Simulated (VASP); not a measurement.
# SiC (P6_3mc) in VASP: further runs, part 2 of 2

VASP 6.6.1. Earlier steps stand in the parts before.

## Step 5: Single point, PBE (c/a of the conventional cell at fixed volume 1.6410)

The input, INCAR:

```
PREC = Accurate
ENCUT = 520
EDIFF = 1E-7
ISMEAR = 0
SIGMA = 0.05
LREAL = False
LASPH = True
NELM = 60
ALGO = Normal
ISIF = 2
LWAVE = False
LCHARG = False
GGA = PE
NBANDS = 16
```

The input, KPOINTS:

```
regular mesh
0
Gamma
  12 12 6
```

The input, POSCAR:

```
SiC
1.0
    3.0920366030      0.0000000000      0.0000000000
   -1.5460183015      2.6777822476      0.0000000000
    0.0000000000      0.0000000000      5.0738984874
Si C
2 2
Direct
    0.3333333333      0.6666666667      0.0045639005
    0.6666666667      0.3333333333      0.5045639005
    0.3333333333      0.6666666667      0.3655166051
    0.6666666667      0.3333333333      0.8655166051
```

Potentials or basis: VASP PAW PBE potentials, release 64 (Si, C).

Command:

```sh
> cat potpaw_PBE.64/Si/POTCAR potpaw_PBE.64/C/POTCAR > POTCAR
> mpirun -np 1 vasp_std > vasp.out
```

OUTCAR:

```text
PREC = Accurate
   ENCUT = 520
   EDIFF = 1E-7
   ISMEAR = 0
   LREAL = False
   LASPH = True
   NELM = 60
   ISIF = 2
   GGA = PE

 ion  position               nearest neighbor table
   1  0.333  0.667  0.005-   3 1.83   4 1.92   4 1.92   4 1.92   2 3.10   2 3.10   2 3.10   2 3.10
                             2 3.10   2 3.10
   2  0.667  0.333  0.505-   4 1.83   3 1.92   3 1.92   3 1.92   1 3.10   1 3.10   1 3.10   1 3.10
                             1 3.10   1 3.10
   3  0.333  0.667  0.366-   1 1.83   2 1.92   2 1.92   2 1.92
   4  0.667  0.333  0.866-   2 1.83   1 1.92   1 1.92   1 1.92

  LATTYP: Found a hexagonal cell.
 ALAT       =     3.0920366030
 C/A-ratio  =     1.6409567993

  Lattice vectors:

 A1 = (   3.0920366030,   0.0000000000,   0.0000000000)
 A2 = (  -1.5460183015,   2.6777822476,   0.0000000000)
 A3 = (   0.0000000000,   0.0000000000,   5.0738984874)

Analysis of symmetry for initial positions (statically):
=====================================================================
 Subroutine PRICEL returns:
 Original cell was already a primitive cell.

 Routine SETGRP: Setting up the symmetry group for a
 hexagonal supercell.

 Subroutine GETGRP returns: Found 12 space group operations
 (whereof  6 operations were pure point group operations)
 out of a pool of 24 trial point group operations.

The static configuration has the point symmetry C_3v.
 The point group associated with its full space group is C_6v.

Analysis of symmetry for dynamics (positions and initial velocities):
=====================================================================
 Subroutine PRICEL returns:
 Original cell was already a primitive cell.

 Routine SETGRP: Setting up the symmetry group for a
 hexagonal supercell.

 Subroutine GETGRP returns: Found 12 space group operations
 (whereof  6 operations were pure point group operations)
 out of a pool of 24 trial point group operations.

The dynamic configuration has the point symmetry C_3v.
 The point group associated with its full space group is C_6v.

 Subroutine INISYM returns: Found 12 space group operations
 (whereof  6 operations are pure point group operations),
 and found     1 'primitive' translations

----------------------------------------------------------------------------------------

                                     Primitive cell

  volume of cell :      42.0109

  direct lattice vectors                    reciprocal lattice vectors
     3.092036603  0.000000000  0.000000000     0.323411437  0.186721680  0.000000000
    -1.546018301  2.677782248  0.000000000     0.000000000  0.373443360  0.000000000
     0.000000000  0.000000000  5.073898487     0.000000000  0.000000000  0.197087112

  length of vectors
     3.092036603  3.092036603  5.073898487     0.373443360  0.373443360  0.197087112

  position of ions in fractional coordinates (direct lattice)
     0.333333333  0.666666667  0.004563901
     0.666666667  0.333333333  0.504563901
     0.333333333  0.666666667  0.365516605
     0.666666667  0.333333333  0.865516605

  ion indices of the primitive-cell ions
   primitive index   ion index
                 1           1
[... 28 lines left out ...]
 Found     76 irreducible k-points:

 Following reciprocal coordinates:
            Coordinates               Weight
  0.000000  0.000000  0.000000      1.000000
  0.083333  0.000000  0.000000      6.000000
  0.166667  0.000000  0.000000      6.000000
  0.250000  0.000000  0.000000      6.000000
  0.333333  0.000000  0.000000      6.000000
  0.416667  0.000000  0.000000      6.000000
[... 16 lines left out ...]
  0.250000  0.000000  0.166667     12.000000
  0.333333  0.000000  0.166667     12.000000
 [... further k-points ...]
   k-points           NKPTS =     76   k-points in BZ     NKDIM =     76   number of bands    NBANDS=     16
   number of dos      NEDOS =    301   number of ions     NIONS =      4
   total plane-waves  NPLWV =  23040
   dimension x,y,z NGX =    24 NGY =   24 NGZ =   40
   dimension x,y,z NGXF=    48 NGYF=   48 NGZF=   80
   ions per type =               2   2
   NGX,Y,Z   is equivalent  to a cutoff of  12.90, 12.90, 13.11 a.u.
   NGXF,Y,Z  is equivalent  to a cutoff of  25.81, 25.81, 26.21 a.u.
 SYSTEM =  unknown system
   PREC   = accura    normal or accurate (medium, high low for compatibility)
   ISTART =      0    job   : 0-new  1-cont  2-samecut
   ICHARG =      2    charge: 1-file 2-atom 10-const
   ISPIN  =      1    spin polarized calculation?
   LNONCOLLINEAR =      F non collinear calculations
   LSORBIT =      F    spin-orbit coupling
   LASPH  =      T    aspherical Exc in radial PAW
   ENCUT  =  520.0 eV  38.22 Ry    6.18 a.u.   5.75  5.75  9.43*2*pi/ulx,y,z
   NELM   =     60;   NELMIN=  2; NELMDL= -5     # of ELM steps
   EDIFF  = 0.1E-06   stopping-criterion for ELM
   LREAL  =      F    real-space projection
   EDIFFG = 0.1E-05   stopping-criterion for IOM
   NSW    =      0    number of steps for IOM
   IBRION =     -1    ionic relax: 0-MD 1-quasi-New 2-CG
   NFREE  =      0    steps in history (QN), initial steepest desc. (CG)
   ISIF   =      2    stress and relaxation
   ISYM   =      2    0-nonsym 1-usesym 2-fastsym
   POTIM  = 0.5000    time-step for ionic-motion
   TEBEG  =    0.0;   TEEND  =   0.0 temperature during run
   PSTRESS=    0.0 pullay stress
   NELECT =      16.0000    total number of electrons
   NUPDOWN=      -1.0000    fix difference up-down
   EMIN   =  10.00;   EMAX   =-10.00  energy-range for DOS
   EFERMI =   0.00;   METHOD = LEGACY
   ISMEAR =     0;   SIGMA  =   0.05  broadening in eV -4-tet -1-fermi 0-gaus
   EFERMI_NEDOS =   21; number of points for ismear=-14 and -15
   IALGO  =     38    algorithm
   IMIX   =      4    mixing-type and parameters
     AMIX     =   0.40;   BMIX     =  1.00
     AMIX_MAG =   1.60;   BMIX_MAG =  1.00
  volume/ion in A,a.u.               =      10.50        70.88
  Fermi-wavevector in a.u.,A,eV,Ry     =   1.186664  2.242469 19.159321  1.408170
  Thomas-Fermi vector in A             =   2.322831
   LORBIT       =      0    0 simple, 1 ext, 2 COOP (PROOUT), +10 PAW based schemes
   GGA     = PE    functional components
   LHFCALC =     F    Hartree Fock is set to
   AEXX    =    0.0000 exact exchange contribution
   IVDW    =     0    specifies the selected vdW correction
   LEPSILON=     F    determine dielectric tensor
   LRPA    =     F    only Hartree local field effects (RPA)
 non-spin polarized calculation
 Gauss-broadening in eV      SIGMA  =   0.05
  energy-cutoff  :      520.00
  volume of cell :       42.01
 maximum number of plane-waves:      1170
 NGX is ok and might be reduce to    24

 number of electron      16.0000000 magnetization

 Free energy of the ion-electron system (eV)
  ---------------------------------------------------
  ext. energy  EPLUGINS =         0.00000000
  ---------------------------------------------------
  free energy    TOTEN  =       -29.99978578 eV

  energy without entropy =      -29.99978578  energy(sigma->0) =      -29.99978578

 E-fermi :   8.5295     XC(G=0): -11.2856

 val. band max:        8.2767572960   @ k =   0.0000   0.0000   0.0000
 cond. band min:      10.0489670255   @ k =   0.3333   0.3333   0.0000
 fundamental gap:      1.7722097295
 Fermi energy:         8.5295478218

 k-point     1 :       0.0000    0.0000    0.0000
  band No.  band energies     occupation
      1      -7.3603      2.00000
      2      -3.7398      2.00000
      3      -0.7936      2.00000
      4       6.9063      2.00000
      5       6.9063      2.00000
      6       7.5314      2.00000
[... 433 lines left out ...]
      3       0.7082      2.00000
      4       2.4654      2.00000
      5       3.4391      2.00000
      6       5.3763      2.00000
[... 8 lines left out ...]
     15      19.2365      0.00000
     16      20.0689      0.00000

 [... further k-points ...]

------------------------ aborting loop because EDIFF is reached ----------------------------------------

  FORCE on cell =-STRESS in cart. coord.  units (eV):
  Direction    XX          YY          ZZ          XY          YZ          ZX
  --------------------------------------------------------------------------------------
  -------------------------------------------------------------------------------------
  Total       -0.6794230     -0.6794230      1.7727421      0.0000000      0.0000000      0.0000000
  in kB      -25.9112992    -25.9112992     67.6074403      0.0000000      0.0000000      0.0000000
  external PRESSURE =       5.2616140 kB  Pullay stress =       0.0000000 kB

 VOLUME and BASIS-vectors are now :
 -----------------------------------------------------------------------------
  energy-cutoff  :      520.00
  volume of cell :       42.01
      direct lattice vectors                 reciprocal lattice vectors
     3.092036603  0.000000000  0.000000000     0.323411437  0.186721680  0.000000000
    -1.546018301  2.677782248  0.000000000     0.000000000  0.373443360  0.000000000
     0.000000000  0.000000000  5.073898487     0.000000000  0.000000000  0.197087112

 POSITION                                       TOTAL-FORCE (eV/Angst)
 -----------------------------------------------------------------------------------
     -0.00000      1.78519      0.02316         0.000000      0.000000     -1.538835
      1.54602      0.89259      2.56011        -0.000000      0.000000     -1.538835
     -0.00000      1.78519      1.85459         0.000000      0.000000      1.538835
      1.54602      0.89259      4.39154        -0.000000     -0.000000      1.538835
 -----------------------------------------------------------------------------------
    total drift:                               -0.000000      0.000000      0.000718

  FREE ENERGIE OF THE ION-ELECTRON SYSTEM (eV)
  ---------------------------------------------------
  free  energy   TOTEN  =       -29.9997857836 eV

  energy  without entropy=      -29.9997857836  energy(sigma->0) =      -29.99978578
```

stdout:

```text
POSCAR found type information on POSCAR SiC
 POSCAR found :  2 types and       4 ions
 scaLAPACK will be used
 LDA part: xc-table for (Slater+PW92), standard interpolation
 POSCAR, INCAR and KPOINTS ok, starting setup
 FFT: planning ... GRIDC
 FFT: planning ... GRID_SOFT
 FFT: planning ... GRID
 WAVECAR not read
 entering main loop
```

It took 93 s on 1 thread of AMD EPYC 7R43 (Zen 3), shared host; peak memory 0.14 GiB.

Results:

```yaml
Free_energy: -29.9998 eV
Pressure: 0.5 GPa
Largest_force: 1.539 eV/Å
Band_gap_on_the_k_mesh: 1.77 eV, indirect (least direct gap 3.77 eV)
```

Forces in eV/Å, atoms in the order of the input:
```
Si   0.000  0.000 -1.539
Si   0.000  0.000 -1.539
C    0.000  0.000  1.539
C    0.000  0.000  1.539
```

Stress tensor (GPa, compression positive):
```
-2.59  0.00  0.00
 0.00 -2.59  0.00
 0.00  0.00  6.76
```

Levels at points of the mesh, in eV from the valence-band top:
```csv
k point,band 5,band 6,band 7,band 8,band 9,band 10,band 11,band 12
"(0.00, 0.00, 0.00)",-1.37,-0.75,0.00,0.00,4.54,5.85,6.39,6.39
"(0.50, 0.00, 0.00)",-5.82,-3.73,-3.37,-1.15,2.62,3.78,6.50,6.52
"(0.00, 0.00, 0.50)",-0.75,-0.75,-0.75,-0.75,5.64,5.64,7.12,7.12
"(0.50, 0.00, 0.50)",-2.72,-2.72,-2.47,-2.47,2.99,2.99,5.16,5.16
```

Caveat: forces of over 1 eV/Å act on the atoms, so gaps and moduli don't describe the material at rest.

## Step 6: Summary

| cell | gap on the mesh (eV) | pressure (GPa) | largest force (eV/Å) |
| --- | --- | --- | --- |
| a = 3.014, b = 3.014, c = 5.341 Å, angles 90.0, 90.0, 120.0°, 4 atoms | 2.01 | 1.9 | 0.43 |
| a = 3.092, b = 3.092, c = 5.074 Å, angles 90.0, 90.0, 120.0°, 4 atoms | 1.77 | 0.5 | 1.54 |
| a = 3.120, b = 3.120, c = 4.983 Å, angles 90.0, 90.0, 120.0°, 4 atoms | 2.40 | 0.1 | 0.28 |

Some of these runs hold the atoms at other places in the same cell, which the table doesn't show; runs alike in all that it shows share one row.

Alike in all rows: task single point; level PBE; potentials or basis VASP PAW PBE potentials, release 64 (Si, C); no spin polarisation; k mesh 12 × 12 × 6; cutoff (eV) 520; smearing gaussian 0.05 eV.

Caveats: forces of over 1 eV/Å act on the atoms, so gaps and moduli don't describe the material at rest (some runs).

Total energies depend on the potentials used, so only differences within one code and one set of settings carry meaning.
